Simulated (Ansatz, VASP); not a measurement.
## Two plane-wave programs on In2C

```
CELL_PARAMETERS angstrom
3.58869 0.00000 0.00000
-1.79435 3.10790 0.00000
0.00000 0.00000 4.88471
ATOMIC_POSITIONS crystal
In 0.33333 0.66667 0.75012
In 0.66667 0.33333 0.24988
C 0.00000 0.00000 0.00000
```

Change from the starting cell: species swapped into the ZnCo2 type (P-3m1, No. 164).

Alike in both runs: functional PBE; k mesh 6 × 6 × 2; occupations gaussian, width 0.1 eV; no spin polarisation.

Ansatz relaxed the structure, and its values are those at the end. VASP's run is a single point on that final structure, the one shown.

|  | VASP | Ansatz |
| --- | --- | --- |
| version | VASP 6.6.1 | Ansatz 0.2.0 |
| potentials or method | VASP PAW PBE potentials, release 64 (In_d, C), cutoff 520 eV | scalar-relativistic, plane waves, PAW |
| valence electrons in the cell | 30 | 30 |

|  | VASP | Ansatz | Ansatz less VASP |
| --- | --- | --- | --- |
| gap on the k mesh at the Fermi level (eV) | none | none | - |
| pressure (GPa) | 0.0 | 0.0 | -0.04 |
| rms of the force components (eV/Å) | 0.006 | 0.003 | -0.0027 |

A gap of «none» marks a metal or a gap that the smearing closes.

The k mesh is coarse, so the values compare programs but aren't converged.
